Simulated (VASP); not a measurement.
# Ge (Im-3m) in VASP: further runs, part 3 of 3

VASP 6.6.1.

## 5. Relaxation of cell and atoms, LDA, target pressure 11 GPa, at which the enthalpy is minimised

INCAR

```
SYSTEM = Ge
ALGO     = Normal         ! electronic algorithm
EDIFF    = 1E-6           ! SCF threshold, eV
EDIFFG   = -0.005         ! ionic threshold
ENCUT    = 600            ! plane-wave cutoff, eV
GGA      = CA             ! functional
IBRION   = 2              ! ionic algorithm
ISIF     = 3              ! what is computed and relaxed
ISMEAR   = -1             ! smearing method
LASPH    = .True.         ! aspherical terms in the spheres
LCHARG   = .False.        ! write CHGCAR
LREAL    = .False.        ! projectors in reciprocal space
LWAVE    = .False.        ! write WAVECAR
NELM     = 100            ! most SCF steps
NSW      = 32             ! ionic steps
PREC     = Accurate       ! precision mode
PSTRESS  = 110.0        
SIGMA    = 0.08           ! smearing width, eV
```

KPOINTS

```
k-points
0
Gamma
  17 17 17
  0 0 0
```

POSCAR

```
Ge
1.0
   -1.5872485726      1.5872485726      1.5872485726
    1.5872485726     -1.5872485726      1.5872485726
    1.5872485726      1.5872485726     -1.5872485726
Ge
1
Direct
    0.0000000000      0.0000000000      0.0000000000
```

Potentials or basis: VASP PAW LDA potentials, release 64 (Ge_d).

Launch:

```bash
> cat potpaw_LDA.64/Ge_d/POTCAR > POTCAR
> mpirun -np 1 vasp_std > vasp.out
```

OUTCAR:

```text
SYSTEM = Ge
   EDIFF = 1E-6
   EDIFFG = -0.005
   ENCUT = 600
   GGA = CA
   IBRION = 2
   ISIF = 3
   ISMEAR = -1
   LASPH = .True.
   LREAL = .False.
   NELM = 100
   NSW = 32
   PREC = Accurate
   PSTRESS = 110.0

 ion  position               nearest neighbor table
   1  0.000  0.000  0.000-

  LATTYP: Found a body centered cubic cell.
 ALAT       =     3.1744971452

  Lattice vectors:

 A1 = (  -1.5872485726,   1.5872485726,   1.5872485726)
 A2 = (   1.5872485726,  -1.5872485726,   1.5872485726)
 A3 = (   1.5872485726,   1.5872485726,  -1.5872485726)

Analysis of symmetry for initial positions (statically):
=====================================================================
 Subroutine PRICEL returns:
 Original cell was already a primitive cell.

 Routine SETGRP: Setting up the symmetry group for a
 body centered cubic supercell.

 Subroutine GETGRP returns: Found 48 space group operations
 (whereof 48 operations were pure point group operations)
 out of a pool of 48 trial point group operations.

The static configuration has the point symmetry O_h .

Analysis of symmetry for dynamics (positions and initial velocities):
=====================================================================
 Subroutine PRICEL returns:
 Original cell was already a primitive cell.

 Routine SETGRP: Setting up the symmetry group for a
 body centered cubic supercell.

 Subroutine GETGRP returns: Found 48 space group operations
 (whereof 48 operations were pure point group operations)
 out of a pool of 48 trial point group operations.

The dynamic configuration has the point symmetry O_h .

 Subroutine INISYM returns: Found 48 space group operations
 (whereof 48 operations are pure point group operations),
 and found     1 'primitive' translations

----------------------------------------------------------------------------------------

                                     Primitive cell

[... 166 lines left out ...]
  free  energy   TOTEN  =        -4.8316868362 eV

  energy  without entropy=       -4.8263650438  energy(sigma->0) =       -4.82902594

  enthalpy is  TOTEN    =        -3.7334982398 eV   P V=        1.0981885963

--------------------------------------- Ionic step        2  -------------------------------------------

 number of electron      14.0000008 magnetization

 Free energy of the ion-electron system (eV)
  ---------------------------------------------------
  ext. energy  EPLUGINS =         0.00000000
  ---------------------------------------------------
  free energy    TOTEN  =        -4.83418165 eV

  energy without entropy =       -4.82885769  energy(sigma->0) =       -4.83151967

 E-fermi :   8.3682     XC(G=0): -12.4313

 val. band max:        8.2401970361   @ k =  -0.4118   0.4118   0.4118
 cond. band min:       8.4563584025   @ k =  -0.4706   0.4706   0.3529
 fundamental gap:      0.2161613664
 Fermi energy:         8.3682441797

 k-point     1 :       0.0000    0.0000    0.0000
  band No.  band energies     occupation
      1     -16.5336      2.00000
      2     -16.5336      2.00000
      3     -16.5336      2.00000
      4     -16.3959      2.00000
      5     -16.3959      2.00000
      6      -6.2330      2.00000
      7      19.2191      0.00000
      8      19.2191      0.00000
      9      19.2191      0.00000
     10      24.7367      0.00000
     11      24.7367      0.00000
[... 309 lines left out ...]
 k-point    24 :       0.1765    0.1765    0.0000
  band No.  band energies     occupation
      1     -16.5520      2.00000
      2     -16.5147      2.00000
      3     -16.4200      2.00000
      4     -16.4076      2.00000
      5     -16.3907      2.00000
      6      -3.4268      2.00000
      7       9.8969      0.00000
      8      11.5346      0.00000
      9      15.6519      0.00000
     10      21.6912      0.00000
     11      22.5485      0.00000

 [... further k-points ...]

------------------------ aborting loop because EDIFF is reached ----------------------------------------

  FORCE on cell =-STRESS in cart. coord.  units (eV):
  Direction    XX          YY          ZZ          XY          YZ          ZX
  --------------------------------------------------------------------------------------
  -------------------------------------------------------------------------------------
  Total        1.0974020      1.0974020      1.0974020     -0.0000000      0.0000000     -0.0000000
  in kB      109.6749644    109.6749644    109.6749644     -0.0000000      0.0000000     -0.0000000
  external PRESSURE =      -0.3250356 kB  Pullay stress =     110.0000000 kB

 VOLUME and BASIS-vectors are now :
 -----------------------------------------------------------------------------
  energy-cutoff  :      600.00
  volume of cell :       16.03
      direct lattice vectors                 reciprocal lattice vectors
    -1.588435591  1.588435591  1.588435591     0.000000000  0.314775118  0.314775118
     1.588435591 -1.588435591  1.588435591     0.314775118  0.000000000  0.314775118
     1.588435591  1.588435591 -1.588435591     0.314775118  0.314775118  0.000000000

 POSITION                                       TOTAL-FORCE (eV/Angst)
 -----------------------------------------------------------------------------------
      1.58844      1.58844     -1.58844        -0.000000      0.000000      0.000000
 -----------------------------------------------------------------------------------
    total drift:                                0.000000      0.000000     -0.000000

  FREE ENERGIE OF THE ION-ELECTRON SYSTEM (eV)
  ---------------------------------------------------
  free  energy   TOTEN  =        -4.8341816480 eV

  energy  without entropy=       -4.8288576881  energy(sigma->0) =       -4.83151967

  enthalpy is  TOTEN    =        -3.7335273795 eV   P V=        1.1006542685

 reached required accuracy - stopping structural energy minimisation
```

OSZICAR:

```text
N       E                     dE             d eps       ncg     rms          rms(c)
DAV:   1     0.544711654512E+02    0.54471E+02   -0.81311E+03  3792   0.395E+03
DAV:   2    -0.101256621663E+01   -0.55484E+02   -0.53428E+02  3722   0.405E+02
DAV:   3    -0.480762226557E+01   -0.37951E+01   -0.37431E+01  4119   0.684E+01
DAV:   4    -0.485624831638E+01   -0.48626E-01   -0.48607E-01  3993   0.857E+00
DAV:   5    -0.485672491706E+01   -0.47660E-03   -0.47659E-03  4040   0.888E-01    0.158E+00
DAV:   6    -0.483962113329E+01    0.17104E-01   -0.10210E-02  4224   0.240E+00    0.862E-01
DAV:   7    -0.483194734210E+01    0.76738E-02   -0.68466E-03  4185   0.141E+00    0.740E-02
DAV:   8    -0.483168567491E+01    0.26167E-03   -0.45917E-04  4162   0.588E-01    0.303E-02
DAV:   9    -0.483168682935E+01   -0.11544E-05   -0.52142E-06  3901   0.301E-02    0.506E-03
DAV:  10    -0.483168683615E+01   -0.68012E-08   -0.48127E-08  2325   0.372E-03
   1 F= -.37334982E+01 E0= -.37308373E+01  d E =-.373350E+01
       N       E                     dE             d eps       ncg     rms          rms(c)
DAV:   1    -0.483496106407E+01   -0.32742E-02   -0.93985E-03  4263   0.266E+00    0.165E-01
DAV:   2    -0.483437749558E+01    0.58357E-03   -0.62826E-04  4140   0.712E-01    0.812E-02
DAV:   3    -0.483419432871E+01    0.18317E-03   -0.24457E-04  4243   0.386E-01    0.163E-02
DAV:   4    -0.483418162553E+01    0.12703E-04   -0.19772E-05  4131   0.118E-01    0.435E-03
DAV:   5    -0.483418164803E+01   -0.22500E-07   -0.18507E-07  2214   0.104E-02
   2 F= -.37335274E+01 E0= -.37308654E+01  d E =-.291397E-04
```

CONTCAR:

```text
Ge
   1.00000000000000
    -1.5884355907249297    1.5884355907249297    1.5884355907249297
     1.5884355907249297   -1.5884355907249297    1.5884355907249297
     1.5884355907249297    1.5884355907249297   -1.5884355907249297
  Ge
     1
Direct
     0.0000000000000000    0.0000000000000000    1.0000000000000000

  0.00000000E+00  0.00000000E+00  0.00000000E+00
```

Wall time 39 s (1 thread of Intel Xeon 8259CL, shared host); peak memory 0.16 GiB.

What came out:

- Free energy: -4.8342 eV
- Relaxed volume: 16.03 Å³/atom
- Relaxed cell: a = 2.751 Å, b = 2.751 Å, c = 2.751 Å, α = 109.47°, β = 109.47°, γ = 109.47°
- Space group after relaxing (to 0.1 Å): Im-3m (No. 229)
- Energy change on relaxing (the run minimises the enthalpy): -2.5 meV/atom
- Ionic steps: 2
- Pressure after relaxing: 11.0 GPa
- Band gap on the k mesh: zero (bands 7 and 8 overlap by 14.45 eV)

Step by step:
| step | energy change (eV) | largest force (eV/Å) | pressure (GPa) | volume (Å³) |
| --- | --- | --- | --- | --- |
| 1 | 0.0000 | 0.0000 | 11.16 | 16.00 |
| 2 | -0.0025 | 0.0000 | 10.97 | 16.03 |

Final structure:
```
CELL_PARAMETERS angstrom
-1.58844 1.58844 1.58844
1.58844 -1.58844 1.58844
1.58844 1.58844 -1.58844
ATOMIC_POSITIONS crystal
Ge 0.00000 0.00000 0.00000
```

Caveat: the cell is relaxed towards a set pressure, so the run minimises the enthalpy, not the energy.

## 6. Overview

```csv
task,cell,cutoff (eV),gap on the mesh (eV),pressure (GPa)
single point,"a = 2.749 Å, angles 109.5°, 1 atom",520,none,11.1
single point,"a = 2.750 Å, angles 109.5°, 1 atom",520,none,11.1
relaxation of cell and atoms,"relaxed to 11 GPa from a = 2.746 Å, angles 109.5°, 1 atom",600,none,11.0
relaxation of cell and atoms,"relaxed to 11 GPa from a = 2.749 Å, angles 109.5°, 1 atom",600,none,11.0
```

Alike in all rows: level LDA; potentials or basis VASP PAW LDA potentials, release 64 (Ge_d); no spin polarisation; k mesh 17 × 17 × 17; smearing fermi-dirac 0.08 eV.

Caveats: the cell stands under pressure (at least some runs); the cell is relaxed towards a set pressure, so the run minimises the enthalpy, not the energy (at least some runs).

Absolute energies hang on the potentials; compare differences alone.

The gap in the log of VASP goes by the Fermi energy; the results here count the filled bands.